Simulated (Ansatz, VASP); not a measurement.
## C in VASP and in Ansatz

```
C
1.0
     2.50320    0.00000    0.00000
    -1.25160    2.16783    0.00000
     0.00000    0.00000    4.16887
C
4
Direct
  0.33333 0.66667 0.00023
  0.66667 0.33333 0.50023
  0.33333 0.66667 0.37477
  0.66667 0.33333 0.87477
```

Alike in both runs: task single point; functional PBE; k mesh 9 × 9 × 6; no spin polarisation.

```csv
,VASP,Ansatz
version,VASP 6.6.1,Ansatz 0.2.0
potentials or method,"VASP PAW PBE potentials, release 64 (C)","plane waves, PAW"
plane-wave cutoff (eV),520,420
occupations,"gaussian, width 0.01 eV",fixed
valence electrons in the cell,16,16
```

```csv
,VASP,Ansatz,Ansatz less VASP
gap on the k mesh at the Fermi level (eV),3.31,3.32,+0.013
```
